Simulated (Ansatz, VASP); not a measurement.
**Two plane-wave programs on C**

```
C
1.0
     0.00000    3.08312    3.08312
     3.08312    0.00000    3.08312
     3.08312    3.08312    0.00000
C
8
Direct
  0.00000 0.00000 0.00000
  0.00000 0.00000 0.50000
  0.00000 0.50000 0.00000
  0.00000 0.50000 0.50000
  0.50000 0.00000 0.00000
  0.50000 0.00000 0.50000
  0.50000 0.50000 0.00000
  0.50000 0.50000 0.50000
```

Alike in both runs: task single point; functional PBE; k mesh 6 × 6 × 6; occupations gaussian, width 0.1 eV; no spin polarisation.

```csv
,VASP,Ansatz
version,VASP 6.6.1,Ansatz 0.2.0
potentials or method,"VASP PAW PBE potentials, release 64 (C), cutoff 520 eV","scalar-relativistic, plane waves, PAW"
valence electrons in the cell,32,32
```

```csv
,VASP,Ansatz,Ansatz less VASP
gap on the k mesh at the Fermi level (eV),none,none,-
pressure (GPa),0.1,0.0,-0.10
```

A gap of «none» marks a metal or a gap that the smearing closes.
